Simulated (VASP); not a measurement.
# LiH in VASP: a series of runs

LiH is run at these levels: HSE06; tasks: single point.

Everything below comes from runs of VASP 6.6.1. Logs are shortened: lines on timing, memory, paths and dates and some standing lists are left out, and cuts for length are marked.

## Step 1: The cell of the first run

It takes space group Fm-3m (No. 225, cubic). Conventional cell: a = 3.886 Å, b = 3.886 Å, c = 3.886 Å, α = 90.00°, β = 90.00°, γ = 90.00°. Within 2.6 Å of Li (site symmetry m-3m) lie 6 H at 1.94 Å. Within 2.6 Å of H (site symmetry m-3m) lie 6 Li at 1.94 Å.

## Step 2: Single point, HSE06 (strain -3.0%)

POSCAR reads:

```
LiH
1.0
    0.0000000000      1.9429049959      1.9429049959
    1.9429049959      0.0000000000      1.9429049959
    1.9429049959      1.9429049959      0.0000000000
Li H
1 1
Direct
    0.0000000000      0.0000000000      0.0000000000
    0.5000000000      0.5000000000      0.5000000000
```

INCAR.step1 reads:

```
SYSTEM = LiH
PREC = Accurate
ENCUT = 520
EDIFF = 1E-5
ISMEAR = 0
SIGMA = 0.01
LREAL = .FALSE.
LASPH = .TRUE.
NELM = 80
ALGO = Normal
ISIF = 2
LWAVE = .TRUE.
LCHARG = .FALSE.
NBANDS = 9
GGA = PE
```

INCAR.step2 reads:

```
SYSTEM = LiH
PREC = Accurate
ENCUT = 520
EDIFF = 1E-6
ISMEAR = 0
SIGMA = 0.01
LREAL = .FALSE.
LASPH = .TRUE.
NELM = 80
ALGO = Normal
ISIF = 2
LWAVE = .FALSE.
LCHARG = .FALSE.
GGA = PE
LHFCALC = .TRUE.
HFSCREEN = 0.2079
PRECFOCK = Normal
NBANDS = 9
ISTART = 1
```

KPOINTS reads:

```
Automatic mesh
0
G
  8 8 8
  0 0 0
```

Potentials or basis: VASP PAW PBE potentials, release 64 (Li_sv, H).

Started as:

```
cat potpaw_PBE.64/Li_sv/POTCAR potpaw_PBE.64/H/POTCAR > POTCAR
cp INCAR.step1 INCAR
mpirun -np 1 vasp_std > vasp.out
cp INCAR.step2 INCAR
mpirun -np 1 vasp_std > vasp.out
```

OUTCAR:

```text
SYSTEM = LiH
   PREC = Accurate
   ENCUT = 520
   EDIFF = 1E-6
   ISMEAR = 0
   LREAL = .FALSE.
   LASPH = .TRUE.
   NELM = 80
   ISIF = 2
   GGA = PE
   LHFCALC = .TRUE.
   HFSCREEN = 0.2079
   PRECFOCK = Normal
   ISTART = 1

 ion  position               nearest neighbor table
   1  0.000  0.000  0.000-
   2  0.500  0.500  0.500-

  LATTYP: Found a face centered cubic cell.
 ALAT       =     3.8858099918

  Lattice vectors:

 A1 = (   0.0000000000,   1.9429049959,   1.9429049959)
 A2 = (   1.9429049959,   0.0000000000,   1.9429049959)
 A3 = (   1.9429049959,   1.9429049959,   0.0000000000)

Analysis of symmetry for initial positions (statically):
=====================================================================
 Subroutine PRICEL returns:
 Original cell was already a primitive cell.

 Routine SETGRP: Setting up the symmetry group for a
 face centered cubic supercell.

 Subroutine GETGRP returns: Found 48 space group operations
 (whereof 48 operations were pure point group operations)
 out of a pool of 48 trial point group operations.

The static configuration has the point symmetry O_h .

Analysis of symmetry for dynamics (positions and initial velocities):
=====================================================================
 Subroutine PRICEL returns:
 Original cell was already a primitive cell.

 Routine SETGRP: Setting up the symmetry group for a
 face centered cubic supercell.

 Subroutine GETGRP returns: Found 48 space group operations
 (whereof 48 operations were pure point group operations)
 out of a pool of 48 trial point group operations.

The dynamic configuration has the point symmetry O_h .

 Subroutine INISYM returns: Found 48 space group operations
 (whereof 48 operations are pure point group operations),
 and found     1 'primitive' translations

----------------------------------------------------------------------------------------

                                     Primitive cell

  volume of cell :      14.6685

  direct lattice vectors                    reciprocal lattice vectors
     0.000000000  1.942904996  1.942904996    -0.257346603  0.257346603  0.257346603
     1.942904996  0.000000000  1.942904996     0.257346603 -0.257346603  0.257346603
     1.942904996  1.942904996  0.000000000     0.257346603  0.257346603 -0.257346603

  length of vectors
     2.747682596  2.747682596  2.747682596     0.445737391  0.445737391  0.445737391

  position of ions in fractional coordinates (direct lattice)
     0.000000000  0.000000000  0.000000000
     0.500000000  0.500000000  0.500000000

  ion indices of the primitive-cell ions
   primitive index   ion index
                 1           1
                 2           2

----------------------------------------------------------------------------------------

 KPOINTS: Automatic mesh

Automatic generation of k-mesh.
 Grid dimensions read from file:
 generate k-points for:    8    8    8

 Generating k-lattice:

  Cartesian coordinates                     Fractional coordinates (reciprocal lattice)
    -0.032168325  0.032168325  0.032168325     0.125000000  0.000000000  0.000000000
     0.032168325 -0.032168325  0.032168325     0.000000000  0.125000000  0.000000000
     0.032168325  0.032168325 -0.032168325     0.000000000  0.000000000  0.125000000

  Length of vectors
     0.055717174  0.055717174  0.055717174

  Shift w.r.t. Gamma in fractional coordinates (k-lattice)
     0.000000000  0.000000000  0.000000000

 Subroutine IBZKPT returns following result:
 ===========================================

 Found     29 irreducible k-points:

 Following reciprocal coordinates:
            Coordinates               Weight
  0.000000  0.000000  0.000000      1.000000
  0.125000  0.000000  0.000000      8.000000
  0.250000  0.000000  0.000000      8.000000
  0.375000  0.000000  0.000000      8.000000
  0.500000  0.000000  0.000000      4.000000
  0.125000  0.125000  0.000000      6.000000
[... 16 lines left out ...]
  0.500000  0.250000  0.125000     48.000000
 -0.375000  0.250000  0.125000     24.000000
 [... further k-points ...]
   k-points           NKPTS =     29   k-points in BZ     NKDIM =    512   number of bands    NBANDS=      9
   number of dos      NEDOS =    301   number of ions     NIONS =      2
   total plane-waves  NPLWV =   8000
   dimension x,y,z NGX =    20 NGY =   20 NGZ =   20
   dimension x,y,z NGXF=    40 NGYF=   40 NGZF=   40
   ions per type =               1   1
   NGX,Y,Z   is equivalent  to a cutoff of  12.10, 12.10, 12.10 a.u.
   NGXF,Y,Z  is equivalent  to a cutoff of  24.20, 24.20, 24.20 a.u.
 SYSTEM =  LiH
   PREC   = accura    normal or accurate (medium, high low for compatibility)
   ISTART =      1    job   : 0-new  1-cont  2-samecut
   ICHARG =      0    charge: 1-file 2-atom 10-const
   ISPIN  =      1    spin polarized calculation?
   LNONCOLLINEAR =      F non collinear calculations
   LSORBIT =      F    spin-orbit coupling
   LASPH  =      T    aspherical Exc in radial PAW
   ENCUT  =  520.0 eV  38.22 Ry    6.18 a.u.   5.11  5.11  5.11*2*pi/ulx,y,z
   NELM   =     80;   NELMIN=  2; NELMDL=  0     # of ELM steps
   EDIFF  = 0.1E-05   stopping-criterion for ELM
   LREAL  =      F    real-space projection
   EDIFFG = 0.1E-04   stopping-criterion for IOM
   NSW    =      0    number of steps for IOM
   IBRION =     -1    ionic relax: 0-MD 1-quasi-New 2-CG
   NFREE  =      0    steps in history (QN), initial steepest desc. (CG)
   ISIF   =      2    stress and relaxation
   ISYM   =      3    0-nonsym 1-usesym 2-fastsym
   POTIM  = 0.5000    time-step for ionic-motion
   TEBEG  =    0.0;   TEEND  =   0.0 temperature during run
   PSTRESS=    0.0 pullay stress
   NELECT =       4.0000    total number of electrons
   NUPDOWN=      -1.0000    fix difference up-down
   EMIN   =  10.00;   EMAX   =-10.00  energy-range for DOS
   EFERMI =   0.00;   METHOD = LEGACY
   ISMEAR =     0;   SIGMA  =   0.01  broadening in eV -4-tet -1-fermi 0-gaus
   EFERMI_NEDOS =   21; number of points for ismear=-14 and -15
   IALGO  =     38    algorithm
   IMIX   =      1    mixing-type and parameters
     AMIX     =   0.40;   BMIX     =  1.00
     AMIX_MAG =   1.60;   BMIX_MAG =  1.00
  volume/ion in A,a.u.               =       7.33        49.49
  Fermi-wavevector in a.u.,A,eV,Ry     =   1.061614  2.006159 15.334094  1.127024
  Thomas-Fermi vector in A             =   2.197036
   LORBIT       =      0    0 simple, 1 ext, 2 COOP (PROOUT), +10 PAW based schemes
   GGA     = PE    functional components
   LHFCALC =     T    Hartree Fock is set to
   PRECFOCK=normal    Normal, Fast or Accurate (Low or Medium for compatibility)
   ENCUT4O =  -1.0   cutoff for four orbital integrals eV
   NKREDX  =     1    reduce k-point grid by
   NKREDY  =     1    reduce k-point grid by
   NKREDZ  =     1    reduce k-point grid by
   AEXX    =    0.2500 exact exchange contribution
   HFSCREEN=    0.2079 screening length (either q_TF or 0.3 A-1)
   HFSCREENC=   0.2079 screening length for correlation (either q_TF or 0.3 A-1)
   ENCUTFOCK=  -1.0 apply spherical cutoff to Coloumb kernel
   IVDW    =     0    specifies the selected vdW correction
   LEPSILON=     F    determine dielectric tensor
   LRPA    =     F    only Hartree local field effects (RPA)
 non-spin polarized calculation
 Gauss-broadening in eV      SIGMA  =   0.01
  energy-cutoff  :      520.00
  volume of cell :       14.67
 maximum number of plane-waves:       411
  NGX = 16; NGY = 16; NGZ = 16

 number of electron       3.9999993 magnetization

 Free energy of the ion-electron system (eV)
  ---------------------------------------------------
  ext. energy  EPLUGINS =         0.00000000
  ---------------------------------------------------
  free energy    TOTEN  =        -6.77472304 eV

  energy without entropy =       -6.77472304  energy(sigma->0) =       -6.77472304

 E-fermi :   0.0442     XC(G=0):  -7.3607

 val. band max:       -0.1492746020   @ k =   0.5000   0.5000   0.0000
 cond. band min:       3.7572778554   @ k =   0.5000   0.5000   0.0000
 fundamental gap:      3.9065524573
 Fermi energy:         0.0441529886

 k-point     1 :       0.0000    0.0000    0.0000
  band No.  band energies     occupation
      1     -47.3639      2.00000
      2      -6.6231      2.00000
      3      19.1021      0.00000
      4      20.3215      0.00000
      5      20.3215      0.00000
      6      20.3216      0.00000
      7      25.1268      0.00000
      8      25.1269      0.00000
      9      25.1269      0.00000

 k-point     2 :       0.1250    0.0000    0.0000
  band No.  band energies     occupation
      1     -47.3532      2.00000
      2      -6.2967      2.00000
      3      16.1698      0.00000
      4      19.1896      0.00000
      5      19.6902      0.00000
      6      19.6902      0.00000
      7      24.6589      0.00000
      8      26.4438      0.00000
      9      26.4438      0.00000

 k-point     3 :       0.2500    0.0000    0.0000
  band No.  band energies     occupation
      1     -47.3279      2.00000
      2      -5.3620      2.00000
      3      11.4427      0.00000
      4      17.5692      0.00000
      5      18.9118      0.00000
      6      18.9119      0.00000
      7      24.8071      0.00000
      8      24.8072      0.00000
      9      26.2976      0.00000

 k-point     4 :       0.3750    0.0000    0.0000
  band No.  band energies     occupation
      1     -47.3025      2.00000
      2      -4.0714      2.00000
      3       7.6628      0.00000
      4      16.3981      0.00000
      5      18.6788      0.00000
      6      18.6788      0.00000
      7      22.4412      0.00000
      8      22.4412      0.00000
      9      28.8086      0.00000
[... 205 lines left out ...]
 k-point    22 :       0.3750    0.2500    0.1250
  band No.  band energies     occupation
      1     -47.3100      2.00000
      2      -4.4376      2.00000
      3      11.3763      0.00000
      4      11.9300      0.00000
      5      16.3636      0.00000
      6      20.1896      0.00000
      7      22.4852      0.00000
      8      26.7603      0.00000
      9      30.9567      0.00000

 k-point    23 :       0.5000    0.2500    0.1250
  band No.  band energies     occupation
      1     -47.2902      2.00000
      2      -3.0529      2.00000
      3       7.8572      0.00000
      4      10.7326      0.00000
      5      15.6418      0.00000
      6      19.2666      0.00000
      7      24.9430      0.00000
      8      27.2676      0.00000
      9      30.3524      0.00000

 k-point    24 :      -0.3750    0.2500    0.1250
  band No.  band energies     occupation
      1     -47.2820      2.00000
      2      -2.2203      2.00000
      3       6.2018      0.00000
      4      10.4064      0.00000
      5      15.3772      0.00000
      6      18.8111      0.00000
      7      25.8917      0.00000
      8      29.2057      0.00000
      9      30.3516      0.00000

 [... further k-points ...]

------------------------ aborting loop because EDIFF is reached ----------------------------------------

  FORCE on cell =-STRESS in cart. coord.  units (eV):
  Direction    XX          YY          ZZ          XY          YZ          ZX
  --------------------------------------------------------------------------------------
  -------------------------------------------------------------------------------------
  Total        0.2841189      0.2841189      0.2841189     -0.0000000      0.0000000     -0.0000000
  in kB       31.0331568     31.0331568     31.0331568     -0.0000000      0.0000000     -0.0000000
  external PRESSURE =      31.0331568 kB  Pullay stress =       0.0000000 kB

 VOLUME and BASIS-vectors are now :
 -----------------------------------------------------------------------------
  energy-cutoff  :      520.00
  volume of cell :       14.67
      direct lattice vectors                 reciprocal lattice vectors
     0.000000000  1.942904996  1.942904996    -0.257346603  0.257346603  0.257346603
     1.942904996  0.000000000  1.942904996     0.257346603 -0.257346603  0.257346603
     1.942904996  1.942904996  0.000000000     0.257346603  0.257346603 -0.257346603

 POSITION                                       TOTAL-FORCE (eV/Angst)
 -----------------------------------------------------------------------------------
      0.00000      0.00000      0.00000         0.000000     -0.000000      0.000000
      1.94290      1.94290      1.94290        -0.000000      0.000000     -0.000000
 -----------------------------------------------------------------------------------
    total drift:                                0.000001      0.000001      0.000001

  FREE ENERGIE OF THE ION-ELECTRON SYSTEM (eV)
  ---------------------------------------------------
  free  energy   TOTEN  =        -6.7747230398 eV

  energy  without entropy=       -6.7747230398  energy(sigma->0) =       -6.77472304
```

It took 5.8 min on 1 thread of Intel Xeon 8259CL, shared host; peak memory 0.23 GiB.

Results:

| Property | Result |
| --- | --- |
| Free energy | -6.7747 eV |
| Band gap on the k mesh | 3.91 eV |

Caveat: the cell differs from its parent crystal (strain -3.0%); the cutoff is under 1.25 times the usual one of these potentials, so pressure, stress and relaxed cells hold a basis-set (Pulay) error; the PAW data sets were made with another functional, which shifts forces and pressure a little. A k mesh can miss the band edges.

## Step 3: Single point, HSE06

This run uses another cell than the first one, of 8.04 Å³/atom.

POSCAR reads:

```
LiH
1.0
    0.0000000000      2.0029948411      2.0029948411
    2.0029948411      0.0000000000      2.0029948411
    2.0029948411      2.0029948411      0.0000000000
Li H
1 1
Direct
    0.0000000000      0.0000000000      0.0000000000
    0.5000000000      0.5000000000      0.5000000000
```

INCAR.step1 reads:

```
SYSTEM = LiH
  PREC = Accurate
  ENCUT = 520
  EDIFF = 1E-5
  ISMEAR = 0
  SIGMA = 0.01
  LREAL = .FALSE.
  LASPH = .TRUE.
  NELM = 60
  ALGO = Normal
  ISIF = 2
  LWAVE = .TRUE.
  LCHARG = .FALSE.
  GGA = PE
  NBANDS = 9
```

INCAR.step2 reads:

```
SYSTEM = LiH
  PREC = Accurate
  ENCUT = 520
  EDIFF = 1E-6
  ISMEAR = 0
  SIGMA = 0.01
  LREAL = .FALSE.
  LASPH = .TRUE.
  NELM = 60
  ALGO = Normal
  ISIF = 2
  LWAVE = .FALSE.
  LCHARG = .FALSE.
  GGA = PE
  LHFCALC = .TRUE.
  HFSCREEN = 0.2079
  PRECFOCK = Normal
  ISTART = 1
  NBANDS = 9
```

KPOINTS reads:

```
regular mesh
0
G
  8 8 8
  0 0 0
```

Potentials or basis: VASP PAW PBE potentials, release 64 (Li_sv, H).

Started as:

```
cat potpaw_PBE.64/Li_sv/POTCAR potpaw_PBE.64/H/POTCAR > POTCAR
cp INCAR.step1 INCAR
mpirun -np 1 vasp_std > vasp.out
cp INCAR.step2 INCAR
mpirun -np 1 vasp_std > vasp.out
```

It took 5.4 min on 1 thread of Intel Xeon 8259CL, shared host; peak memory 0.24 GiB.

The run converged. Its results:

```yaml
Free_energy: -6.7865 eV
Band_gap_on_the_k_mesh: 3.97 eV
```

Levels at points of the mesh, in eV from the valence-band top:
```csv
k point,band 1,band 2,band 3,band 4,band 5
"(0.00, 0.00, 0.00)",-47.29,-6.08,17.97,19.49,19.49
"(0.50, 0.00, 0.00)",-47.23,-2.88,5.97,15.27,18.03
"(0.50, 0.50, 0.00)",-47.22,0.00,3.97,12.18,12.18
```

Caveat: the cutoff is under 1.25 times the usual one of these potentials, so pressure, stress and relaxed cells hold a basis-set (Pulay) error; the PAW data sets were made with another functional, which shifts forces and pressure a little.

## Step 4: Single point, HSE06 (uniaxial z strain +0.5%)

POSCAR reads:

```
LiH
1.0
    0.0000000000      2.0029948411      2.0130098153
    2.0029948411      0.0000000000      2.0130098153
    2.0029948411      2.0029948411      0.0000000000
Li H
1 1
Direct
    0.0000000000      0.0000000000      0.0000000000
    0.5000000000      0.5000000000      0.5000000000
```

INCAR.step1 reads:

```
PREC = Accurate
ENCUT = 520
EDIFF = 1E-5
ISMEAR = 0
SIGMA = 0.01
LREAL = F
LASPH = T
NELM = 100
ALGO = Normal
ISIF = 2
LWAVE = T
NBANDS = 9
GGA = PE
```

INCAR.step2 reads:

```
PREC = Accurate
ENCUT = 520
EDIFF = 1E-7
ISMEAR = 0
SIGMA = 0.01
LREAL = F
LASPH = T
NELM = 100
ALGO = Normal
ISIF = 2
LWAVE = F
LCHARG = T
GGA = PE
LHFCALC = T
HFSCREEN = 0.2079
PRECFOCK = Normal
LELF = T
LVHAR = T
NBANDS = 9
ISTART = 1
```

KPOINTS reads:

```
Automatic mesh
0
Gamma
  8 8 8
```

Started as:

```
cat potpaw_PBE.64/Li_sv/POTCAR potpaw_PBE.64/H/POTCAR > POTCAR
cp INCAR.step1 INCAR
mpirun -np 1 vasp_std > vasp.out
cp INCAR.step2 INCAR
mpirun -np 1 vasp_std > vasp.out
```

Wall time 15 min (1 thread of Intel Xeon 8259CL, shared host); peak memory 0.25 GiB.

The run converged. Its results:

```yaml
Free_energy: -6.7862 eV
Band_gap_on_the_k_mesh: 3.91 eV (least direct gap 3.95 eV)
```

Levels at points of the mesh, in eV from the valence-band top:
| k point | band 1 | band 2 | band 3 | band 4 | band 5 | band 6 |
| --- | --- | --- | --- | --- | --- | --- |
| (0.00, 0.00, 0.00) | -47.30 | -6.07 | 17.89 | 19.40 | 19.40 | 19.45 |
| (0.50, 0.00, 0.00) | -47.25 | -2.88 | 5.94 | 15.21 | 17.92 | 18.02 |
| (0.50, 0.50, 0.00) | -47.24 | -0.04 | 3.91 | 12.20 | 12.20 | 15.30 |
| (0.50, 0.00, 0.50) | -47.24 | 0.00 | 3.98 | 12.09 | 12.14 | 15.22 |

Caveat: the cell differs from its parent crystal (uniaxial z strain +0.5%); the cutoff is under 1.25 times the usual one of these potentials, so pressure, stress and relaxed cells hold a basis-set (Pulay) error; the PAW data sets were made with another functional, which shifts forces and pressure a little. A k mesh can miss the band edges.

## Step 5: Summary

| cell | gap on the mesh (eV) |
| --- | --- |
| a = 2.748 Å, angles 60.0°, 2 atoms | 3.91 |
| a = 2.833 Å, angles 60.0°, 2 atoms | 3.97 |
| a = 2.840, b = 2.840, c = 2.833 Å, angles 60.1, 60.1, 59.8°, 2 atoms | 3.91 |

Alike in all rows: task single point; level HSE06; potentials or basis VASP PAW PBE potentials, release 64 (Li_sv, H); no spin polarisation; k mesh 8 × 8 × 8; cutoff (eV) 520; smearing gaussian 0.01 eV.

Caveats: the cutoff is under 1.25 times the usual one of these potentials, so pressure, stress and relaxed cells hold a basis-set (Pulay) error; the PAW data sets were made with another functional, which shifts forces and pressure a little.

Absolute energies hang on the potentials; compare differences alone.
